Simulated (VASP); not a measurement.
# W (Im-3m) in VASP: further runs, part 2 of 2

VASP 6.6.1. The steps go on from the part before.

**3. Single point, PBE**

This run uses another cell than the first one, of 14.83 Å³/atom, 0.975 times its volume.

Contents of INCAR:

```
SYSTEM = W
PREC = Accurate
ENCUT = 520
EDIFF = 1E-7
ISMEAR = -1
SIGMA = 0.05
LREAL = .FALSE.
LASPH = .TRUE.
NELM = 100
ALGO = Normal
ISIF = 2
LWAVE = .FALSE.
LCHARG = .FALSE.
GGA = PE
NBANDS = 13
```

Contents of KPOINTS:

```
regular mesh
0
G
  12 12 12
  0 0 0
```

Contents of POSCAR:

```
W
1.0
   -1.5478275314      1.5478275314      1.5478275314
    1.5478275314     -1.5478275314      1.5478275314
    1.5478275314      1.5478275314     -1.5478275314
W
1
Direct
    0.0000000000      0.0000000000      0.0000000000
```

Potentials or basis: VASP PAW PBE potentials, release 64 (W_sv).

On the command line:

```
$ cat potpaw_PBE.64/W_sv/POTCAR > POTCAR
$ mpirun -np 1 vasp_std > vasp.out
```

OUTCAR:

```text
SYSTEM = W
   PREC = Accurate
   ENCUT = 520
   EDIFF = 1E-7
   ISMEAR = -1
   LREAL = .FALSE.
   LASPH = .TRUE.
   NELM = 100
   ISIF = 2
   GGA = PE

 ion  position               nearest neighbor table
   1  0.000  0.000  0.000-

  LATTYP: Found a body centered cubic cell.
 ALAT       =     3.0956550628

  Lattice vectors:

 A1 = (  -1.5478275314,   1.5478275314,   1.5478275314)
 A2 = (   1.5478275314,  -1.5478275314,   1.5478275314)
[... 553 lines left out ...]
      4     -25.2304      2.00000
      5       6.4371      2.00000
      6       8.5057      2.00000
      7      12.3248      1.72858
      8      15.0666      0.00000
      9      15.9090      0.00000
     10      20.5548      0.00000
     11      23.3302      0.00000
     12      24.9154      0.00000
     13      29.5551      0.00000

 [... further k-points ...]
[... 5 lines left out ...]
  --------------------------------------------------------------------------------------
  -------------------------------------------------------------------------------------
  Total        2.8692994      2.8692994      2.8692994     -0.0000000      0.0000000     -0.0000000
  in kB      309.9265361    309.9265361    309.9265361     -0.0000000      0.0000000     -0.0000000
  external PRESSURE =     309.9265361 kB  Pullay stress =       0.0000000 kB

 VOLUME and BASIS-vectors are now :
 -----------------------------------------------------------------------------
  energy-cutoff  :      520.00
  volume of cell :       14.83
      direct lattice vectors                 reciprocal lattice vectors
    -1.547827531  1.547827531  1.547827531     0.000000000  0.323033406  0.323033406
     1.547827531 -1.547827531  1.547827531     0.323033406  0.000000000  0.323033406
     1.547827531  1.547827531 -1.547827531     0.323033406  0.323033406  0.000000000

 POSITION                                       TOTAL-FORCE (eV/Angst)
 -----------------------------------------------------------------------------------
      0.00000      0.00000      0.00000        -0.000000      0.000000     -0.000000
 -----------------------------------------------------------------------------------
    total drift:                                0.000000     -0.000000     -0.000000

  FREE ENERGIE OF THE ION-ELECTRON SYSTEM (eV)
  ---------------------------------------------------
  free  energy   TOTEN  =       -12.8356180724 eV

  energy  without entropy=      -12.8304785295  energy(sigma->0) =      -12.83304830
```

It took 5.1 s on 1 thread of Intel Xeon 6975P-C (Granite Rapids), shared host; peak memory 0.13 GiB.

What came out:

```
Free energy            : -12.8356 eV
Pressure               : 31.0 GPa
Band gap on the k mesh : zero (band 7 reaches 18.11 eV, above the bottom of band 8 at 11.09 eV)
```

Caveat: spin-orbit coupling is left out, which moves the levels of the heavy elements.

**4. Single point, PBE**

This run uses another cell than the first one, of 16.04 Å³/atom, 1.054 times its volume.

Contents of INCAR:

```
ALGO     = Normal         # electronic algorithm
EDIFF    = 1E-6           # SCF threshold, eV
ENCUT    = 520            # plane-wave cutoff, eV
GGA      = PE             # functional
ISIF     = 2              # what is computed and relaxed
ISMEAR   = -1             # smearing method
LASPH    = T              # aspherical terms in the spheres
LCHARG   = T              # write CHGCAR
LELF     = T              # ELF
LREAL    = F              # projectors in reciprocal space
LVHAR    = T            
LWAVE    = F              # write WAVECAR
NBANDS   = 13             # bands
NELM     = 60             # most SCF steps
PREC     = Accurate       # precision mode
SIGMA    = 0.05           # smearing width, eV
```

Contents of KPOINTS:

```
k-points
0
Gamma
  12 12 12
```

Contents of POSCAR:

```
W
1.0
   -1.5887626315      1.5887626315      1.5887626315
    1.5887626315     -1.5887626315      1.5887626315
    1.5887626315      1.5887626315     -1.5887626315
W
1
Direct
    0.0000000000      0.0000000000      0.0000000000
```

On the command line:

```
$ cat potpaw_PBE.64/W_sv/POTCAR > POTCAR
$ mpirun -np 1 vasp_std > vasp.out
```

Wall time 4.9 s (1 thread of Intel Xeon 6975P-C (Granite Rapids), shared host); peak memory 0.13 GiB.

The run converged. Its results:

* Free energy: -12.9563 eV
* Pressure: 2.5 GPa
* Band gap on the k mesh: zero (band 7 reaches 16.35 eV, above the bottom of band 8 at 10.06 eV)

Levels at points of the mesh, in eV from the Fermi level:
```csv
k point,band 3,band 4,band 5,band 6,band 7,band 8,band 9,band 10,band 11,band 12
"(0.00, 0.00, 0.00)",-37.69,-37.69,-9.47,-1.11,-1.11,-1.11,2.33,2.33,14.59,14.59
"(0.50, 0.00, 0.00)",-38.09,-37.69,-6.10,-3.42,0.73,2.22,3.18,6.14,10.99,11.55
"(0.50, 0.50, 0.50)",-38.55,-38.55,-5.64,-5.64,5.17,5.17,5.17,8.25,8.25,8.25
```

Caveat: spin-orbit coupling is left out, which moves the levels of the heavy elements.

**5. Single point, PBE**

This run uses another cell than the first one, of 15.89 Å³/atom, 1.044 times its volume.

Contents of INCAR:

```
  PREC = Accurate
  ENCUT = 520
  EDIFF = 1E-6
  ISMEAR = -1
  SIGMA = 0.05
  LREAL = F
  LASPH = T
  NELM = 80
  ALGO = Normal
  ISIF = 2
  LWAVE = F
  LCHARG = F
  GGA = PE
  NBANDS = 13
```

Contents of KPOINTS:

```
regular mesh
0
Gamma
  12 12 12
```

Contents of POSCAR:

```
W
1.0
   -1.5837288892      1.5837288892      1.5837288892
    1.5837288892     -1.5837288892      1.5837288892
    1.5837288892      1.5837288892     -1.5837288892
W
1
Direct
    0.0000000000      0.0000000000      0.0000000000
```

On the command line:

```
$ cat potpaw_PBE.64/W_sv/POTCAR > POTCAR
$ mpirun -np 1 vasp_std > vasp.out
```

It took 4.7 s on 1 thread of Intel Xeon 6975P-C (Granite Rapids), shared host; peak memory 0.13 GiB.

Results (log left out):

```yaml
Free_energy: -12.9523 eV
Pressure: 5.6 GPa
Band_gap_on_the_k_mesh: zero (band 7 reaches 16.56 eV, above the bottom of band 8 at 10.18 eV)
```

Levels at points of the mesh, in eV from the Fermi level:
| k point | band 5 | band 6 | band 7 | band 8 | band 9 | band 10 |
| --- | --- | --- | --- | --- | --- | --- |
| (0.00, 0.00, 0.00) | -9.53 | -1.14 | -1.14 | -1.14 | 2.35 | 2.35 |
| (0.50, 0.00, 0.00) | -6.17 | -3.47 | 0.76 | 2.24 | 3.21 | 6.22 |
| (0.50, 0.50, 0.50) | -5.72 | -5.72 | 5.24 | 5.24 | 5.24 | 8.32 |

Caveat: spin-orbit coupling is left out, which moves the levels of the heavy elements.

**6. Single point, PBE**

This run uses another cell than the first one, of 15.65 Å³/atom, 1.028 times its volume.

Contents of INCAR:

```
SYSTEM = W
PREC = Accurate
ENCUT = 520
EDIFF = 1E-6
ISMEAR = -1
SIGMA = 0.05
LREAL = .False.
LASPH = .True.
NELM = 80
ALGO = Normal
ISIF = 2
LWAVE = .False.
LCHARG = .False.
GGA = PE
NBANDS = 13
```

Contents of KPOINTS:

```
Automatic mesh
0
Gamma
  12 12 12
  0 0 0
```

Contents of POSCAR:

```
W
1.0
   -1.5757014420      1.5757014420      1.5757014420
    1.5757014420     -1.5757014420      1.5757014420
    1.5757014420      1.5757014420     -1.5757014420
W
1
Direct
    0.0000000000      0.0000000000      0.0000000000
```

Potentials or basis: VASP PAW PBE potentials, release 64 (W_sv).

On the command line:

```
$ cat potpaw_PBE.64/W_sv/POTCAR > POTCAR
$ mpirun -np 1 vasp_std > vasp.out
```

It took 4.8 s on 1 thread of Intel Xeon 6975P-C (Granite Rapids), shared host; peak memory 0.13 GiB.

It converged, with:

| Property | Result |
| --- | --- |
| Free energy | -12.9400 eV |
| Pressure | 10.7 GPa |
| Band gap on the k mesh | zero (band 7 reaches 16.89 eV, above the bottom of band 8 at 10.38 eV) |

Levels at points of the mesh, in eV from the Fermi level:
| k point | band 4 | band 5 | band 6 | band 7 | band 8 | band 9 | band 10 | band 11 |
| --- | --- | --- | --- | --- | --- | --- | --- | --- |
| (0.00, 0.00, 0.00) | -37.63 | -9.63 | -1.17 | -1.17 | -1.17 | 2.37 | 2.37 | 14.62 |
| (0.50, 0.00, 0.00) | -37.64 | -6.28 | -3.55 | 0.80 | 2.27 | 3.27 | 6.35 | 11.37 |
| (0.50, 0.50, 0.50) | -38.57 | -5.86 | -5.86 | 5.34 | 5.34 | 5.34 | 8.43 | 8.43 |

Caveat: spin-orbit coupling is left out, which moves the levels of the heavy elements.

**7. The runs side by side**

| cell | gap on the mesh (eV) | pressure (GPa) |
| --- | --- | --- |
| a = 2.704 Å, angles 109.5°, 1 atom | none | 20.7 |
| a = 2.681 Å, angles 109.5°, 1 atom | none | 31.0 |
| a = 2.752 Å, angles 109.5°, 1 atom | none | 2.5 |
| a = 2.743 Å, angles 109.5°, 1 atom | none | 5.6 |
| a = 2.729 Å, angles 109.5°, 1 atom | none | 10.7 |

Alike in all rows: task single point; level PBE; potentials or basis VASP PAW PBE potentials, release 64 (W_sv); no spin polarisation; k mesh 12 × 12 × 12; cutoff (eV) 520; smearing fermi-dirac 0.05 eV.

Caveats: spin-orbit coupling is left out, which moves the levels of the heavy elements.

Absolute energies hang on the potentials; compare differences alone.
